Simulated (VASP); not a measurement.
# Fe (Fm-3m) in VASP: single point with LDA

Aim: the single point of Fe with LDA.

Everything below comes from runs of VASP 6.6.1. Logs are shortened: lines on timing, memory, paths and dates and some standing lists are left out, and cuts for length are marked.

### Step 1. The cell of the first run

The structure is cubic, space group Fm-3m (No. 225). Conventional cell: a = 3.521 Å, b = 3.521 Å, c = 3.521 Å, α = 90.00°, β = 90.00°, γ = 90.00°. Fe (site symmetry m-3m) has 12 Fe at 2.49 Å within 3.3 Å.

### Step 2. Single point, LDA, collinear spin, ferromagnetic start

INCAR

```
SYSTEM = Fe
ALGO = Normal ; EDIFF = 1E-6
ENCUT = 520 ; ISIF = 2
ISMEAR = -1 ; ISPIN = 2
ISYM = 0 ; LASPH = .TRUE.
LCHARG = .FALSE. ; LMAXMIX = 4
LORBIT = 11 ; LREAL = .FALSE.
LWAVE = .FALSE. ; MAGMOM = 4 4
NBANDS = 19 ; NELM = 150
PREC = Accurate ; SIGMA = 0.05
```

KPOINTS

```
k-points
0
G
  7 13 10
  0 0 0
```

POSCAR

```
Fe
1.0
   -1.7605000000     -3.5210000000     -1.7605000000
   -1.7605000000      0.0000000000     -1.7605000000
    1.7605000000      0.0000000000     -1.7605000000
Fe
2
Direct
    0.0000000000      0.0000000000      0.0000000000
    0.5000000000      0.0000000000      0.5000000000
```

Potentials or basis: VASP PAW LDA potentials, release 64 (Fe).

Launch:

```console
$ cat potpaw_LDA.64/Fe/POTCAR > POTCAR
$ mpirun -np 1 vasp_std > vasp.out
```

OUTCAR:

```text
SYSTEM = Fe
   EDIFF = 1E-6
   ENCUT = 520
   ISIF = 2
   ISMEAR = -1
   ISPIN = 2
   ISYM = 0
   LASPH = .TRUE.
   LORBIT = 11
   LREAL = .FALSE.
   NELM = 150
   PREC = Accurate

 ion  position               nearest neighbor table
   1  0.000  0.000  0.000-   2 2.49   2 2.49   2 2.49   2 2.49   2 2.49   2 2.49   2 2.49   2 2.49

   2  0.500  0.000  0.500-   1 2.49   1 2.49   1 2.49   1 2.49   1 2.49   1 2.49   1 2.49   1 2.49

IMPORTANT INFORMATION: All symmetrisations will be switched off!
NOSYMM: (Re-)initialisation of all symmetry stuff for point group C_1.

----------------------------------------------------------------------------------------

                                     Primitive cell

  volume of cell :      21.8257

  direct lattice vectors                    reciprocal lattice vectors
    -1.760500000 -3.521000000 -1.760500000     0.000000000 -0.284010224  0.000000000
    -1.760500000  0.000000000 -1.760500000    -0.284010224  0.284010224 -0.284010224
     1.760500000  0.000000000 -1.760500000     0.284010224  0.000000000 -0.284010224

  length of vectors
     4.312326692  2.489722977  2.489722977     0.284010224  0.491920138  0.401651111

  position of ions in fractional coordinates (direct lattice)
     0.000000000  0.000000000  0.000000000
     0.500000000  0.000000000  0.500000000

  ion indices of the primitive-cell ions
   primitive index   ion index
                 1           1
                 2           2

----------------------------------------------------------------------------------------

 KPOINTS: k-points

Automatic generation of k-mesh.
 Grid dimensions read from file:
 generate k-points for:    7   13   10

 Generating k-lattice:

  Cartesian coordinates                     Fractional coordinates (reciprocal lattice)
     0.000000000 -0.040572889  0.000000000     0.142857143  0.000000000  0.000000000
    -0.021846940  0.021846940 -0.021846940     0.000000000  0.076923077  0.000000000
     0.028401022  0.000000000 -0.028401022     0.000000000  0.000000000  0.100000000

  Length of vectors
     0.040572889  0.037840011  0.040165111

  Shift w.r.t. Gamma in fractional coordinates (k-lattice)
     0.000000000  0.000000000  0.000000000

 -----------------------------------------------------------------------------
|                                                                             |
|           W    W    AA    RRRRR   N    N  II  N    N   GGGG   !!!           |
|           W    W   A  A   R    R  NN   N  II  NN   N  G    G  !!!           |
|           W    W  A    A  R    R  N N  N  II  N N  N  G       !!!           |
|           W WW W  AAAAAA  RRRRR   N  N N  II  N  N N  G  GGG   !            |
|           WW  WW  A    A  R   R   N   NN  II  N   NN  G    G                |
|           W    W  A    A  R    R  N    N  II  N    N   GGGG   !!!           |
|                                                                             |
|     Your reciprocal lattice and k-lattice belong to different lattice       |
|     classes:                                                                |
|                                                                             |
|        The reciprocal lattice is simple tetragonal,                         |
|        whereas your k-lattice is simple monoclinic.                         |
|                                                                             |
|     Results are often still useful ...                                      |
|                                                                             |
 -----------------------------------------------------------------------------

 WARNING: IBZKPT: internal override: KBLOWUP is changed to .FALSE.
      ... skipping the blow-up phase ...

 Subroutine IBZKPT returns following result:
 ===========================================

 Found    456 irreducible k-points:

 Following reciprocal coordinates:
            Coordinates               Weight
  0.000000  0.000000  0.000000      1.000000
  0.142857  0.000000  0.000000      2.000000
  0.285714  0.000000  0.000000      2.000000
  0.428571  0.000000  0.000000      2.000000
  0.000000  0.076923  0.000000      2.000000
  0.142857  0.076923  0.000000      2.000000
[... 16 lines left out ...]
 -0.428571  0.230769  0.000000      2.000000
 -0.285714  0.230769  0.000000      2.000000
 [... further k-points ...]
   k-points           NKPTS =    456   k-points in BZ     NKDIM =    456   number of bands    NBANDS=     19
   number of dos      NEDOS =    301   number of ions     NIONS =      2
   total plane-waves  NPLWV =  12800
   dimension x,y,z NGX =    32 NGY =   20 NGZ =   20
   dimension x,y,z NGXF=    64 NGYF=   40 NGZF=   40
   ions per type =               2
   NGX,Y,Z   is equivalent  to a cutoff of  12.34, 13.35, 13.35 a.u.
   NGXF,Y,Z  is equivalent  to a cutoff of  24.67, 26.71, 26.71 a.u.
 SYSTEM =  Fe
   PREC   = accura    normal or accurate (medium, high low for compatibility)
   ISTART =      0    job   : 0-new  1-cont  2-samecut
   ICHARG =      2    charge: 1-file 2-atom 10-const
   ISPIN  =      2    spin polarized calculation?
   LNONCOLLINEAR =      F non collinear calculations
   LSORBIT =      F    spin-orbit coupling
   LASPH  =      T    aspherical Exc in radial PAW
   ENCUT  =  520.0 eV  38.22 Ry    6.18 a.u.   8.02  4.63  4.63*2*pi/ulx,y,z
   NELM   =    150;   NELMIN=  2; NELMDL= -5     # of ELM steps
   EDIFF  = 0.1E-05   stopping-criterion for ELM
   LREAL  =      F    real-space projection
   EDIFFG = 0.1E-04   stopping-criterion for IOM
   NSW    =      0    number of steps for IOM
   IBRION =     -1    ionic relax: 0-MD 1-quasi-New 2-CG
   NFREE  =      0    steps in history (QN), initial steepest desc. (CG)
   ISIF   =      2    stress and relaxation
   ISYM   =      0    0-nonsym 1-usesym 2-fastsym
   POTIM  = 0.5000    time-step for ionic-motion
   TEBEG  =    0.0;   TEEND  =   0.0 temperature during run
   PSTRESS=    0.0 pullay stress
   NELECT =      16.0000    total number of electrons
   NUPDOWN=      -1.0000    fix difference up-down
   EMIN   =  10.00;   EMAX   =-10.00  energy-range for DOS
   EFERMI =   0.00;   METHOD = LEGACY
   ISMEAR =    -1;   SIGMA  =   0.05  broadening in eV -4-tet -1-fermi 0-gaus
   EFERMI_NEDOS =   21; number of points for ismear=-14 and -15
   IALGO  =     38    algorithm
   IMIX   =      4    mixing-type and parameters
     AMIX     =   0.40;   BMIX     =  1.00
     AMIX_MAG =   1.60;   BMIX_MAG =  1.00
  volume/ion in A,a.u.               =      10.91        73.64
  Fermi-wavevector in a.u.,A,eV,Ry     =   1.476133  2.789487 29.646665  2.178968
  Thomas-Fermi vector in A             =   2.590697
   LORBIT       =     11    0 simple, 1 ext, 2 COOP (PROOUT), +10 PAW based schemes
   GGA     = CA    functional components
   LHFCALC =     F    Hartree Fock is set to
   AEXX    =    0.0000 exact exchange contribution
   IVDW    =     0    specifies the selected vdW correction
   LEPSILON=     F    determine dielectric tensor
   LRPA    =     F    only Hartree local field effects (RPA)
 spin polarized calculation
  energy-cutoff  :      520.00
  volume of cell :       21.83
 maximum number of plane-waves:       605
   NGX = 15   NGY =  9   NGZ =  9

 number of electron      16.0000003 magnetization       0.9819260

 Free energy of the ion-electron system (eV)
  ---------------------------------------------------
  ext. energy  EPLUGINS =         0.00000000
  ---------------------------------------------------
  free energy    TOTEN  =       -18.35386164 eV

  energy without entropy =      -18.32447147  energy(sigma->0) =      -18.33916656

 E-fermi :   5.9621     XC(G=0): -13.6785

 val. band max:        5.9616448134   @ k =  -0.1429  -0.1538   0.4000
 cond. band min:       5.9621979421   @ k =  -0.1429   0.0000   0.3000
 fundamental gap:      0.0005531286
 Fermi energy:         5.9620837050

 spin component 1

 k-point     1 :       0.0000    0.0000    0.0000
  band No.  band energies     occupation
      1      -2.5270      1.00000
      2       1.2449      1.00000
      3       1.9564      1.00000
      4       4.2687      1.00000
      5       4.2711      1.00000
      6       4.2718      1.00000
[... 11 lines left out ...]
     18      30.9778      0.00000
     19      33.6735      0.00000

 k-point     2 :       0.1429    0.0000    0.0000
  band No.  band energies     occupation
      1      -2.2525      1.00000
      2       1.2991      1.00000
      3       2.0582      1.00000
      4       4.1391      1.00000
      5       4.3679      1.00000
      6       4.3686      1.00000
[... 476 lines left out ...]
 k-point    24 :      -0.2857    0.2308    0.0000
  band No.  band energies     occupation
      1       0.9976      1.00000
      2       1.2067      1.00000
      3       3.4320      1.00000
      4       3.5127      1.00000
      5       4.1487      1.00000
      6       4.1975      1.00000
[... 11 lines left out ...]
     18      27.9363      0.00000
     19      30.2366      0.00000

 [... further k-points ...]

 spin component 2

 k-point     1 :       0.0000    0.0000    0.0000
  band No.  band energies     occupation
      1      -2.4324      1.00000
      2       1.6127      1.00000
      3       2.2637      1.00000
      4       4.6322      1.00000
      5       4.6347      1.00000
      6       4.6410      1.00000
[... 11 lines left out ...]
     18      31.1547      0.00000
     19      33.7970      0.00000

 k-point     2 :       0.1429    0.0000    0.0000
  band No.  band energies     occupation
      1      -2.1575      1.00000
      2       1.6532      1.00000
      3       2.3679      1.00000
      4       4.5069      1.00000
      5       4.7302      1.00000
      6       4.7329      1.00000
[... 476 lines left out ...]
 k-point    24 :      -0.2857    0.2308    0.0000
  band No.  band energies     occupation
      1       1.1527      1.00000
      2       1.3761      1.00000
      3       3.7419      1.00000
      4       3.8199      1.00000
      5       4.5822      1.00000
      6       4.6411      1.00000
[... 11 lines left out ...]
     18      28.1005      0.00000
     19      30.3854      0.00000

 [... further k-points ...]

------------------------ aborting loop because EDIFF is reached ----------------------------------------

  FORCE on cell =-STRESS in cart. coord.  units (eV):
  Direction    XX          YY          ZZ          XY          YZ          ZX
  --------------------------------------------------------------------------------------
  -------------------------------------------------------------------------------------
  Total       -4.2692774     -4.3158529     -4.2692778      0.0139439      0.0139433     -0.0170275
  in kB     -313.3984773   -316.8174805   -313.3985014      1.0235924      1.0235454     -1.2499534
  external PRESSURE =    -314.5381531 kB  Pullay stress =       0.0000000 kB

 VOLUME and BASIS-vectors are now :
 -----------------------------------------------------------------------------
  energy-cutoff  :      520.00
  volume of cell :       21.83
      direct lattice vectors                 reciprocal lattice vectors
    -1.760500000 -3.521000000 -1.760500000     0.000000000 -0.284010224  0.000000000
    -1.760500000  0.000000000 -1.760500000    -0.284010224  0.284010224 -0.284010224
     1.760500000  0.000000000 -1.760500000     0.284010224  0.000000000 -0.284010224

 POSITION                                       TOTAL-FORCE (eV/Angst)
 -----------------------------------------------------------------------------------
      0.00000      0.00000      0.00000         0.000000     -0.000000     -0.000000
      0.00000     -1.76050     -1.76050        -0.000000      0.000000      0.000000
 -----------------------------------------------------------------------------------
    total drift:                                0.000000      0.000000     -0.000000

  FREE ENERGIE OF THE ION-ELECTRON SYSTEM (eV)
  ---------------------------------------------------
  free  energy   TOTEN  =       -18.3538616449 eV

  energy  without entropy=      -18.3244714694  energy(sigma->0) =      -18.33916656

 total charge

# of ion       s       p       d       tot
------------------------------------------
    1        0.506   0.563   6.286   7.355
    2        0.506   0.563   6.286   7.355
--------------------------------------------------
tot          1.011   1.127  12.572  14.710

 magnetization (x)

# of ion       s       p       d       tot
------------------------------------------
    1       -0.003  -0.005   0.490   0.483
    2       -0.003  -0.005   0.488   0.481
--------------------------------------------------
tot         -0.005  -0.009   0.979   0.964
```

Run time: 12 min. Hardware: 1 thread of AMD EPYC 7R13, shared host; peak memory 0.32 GiB.

Results:

* Free energy: -18.3539 eV
* Pressure: -31.5 GPa
* Net moment: 0.98 μB per cell
* Site moments: Fe +0.48 μB
* Valence electrons inside the program's atomic spheres: Fe 7.36

Caveat: the moment fell far below its start of 4 μB, so a state of higher moment may lie lower in energy.
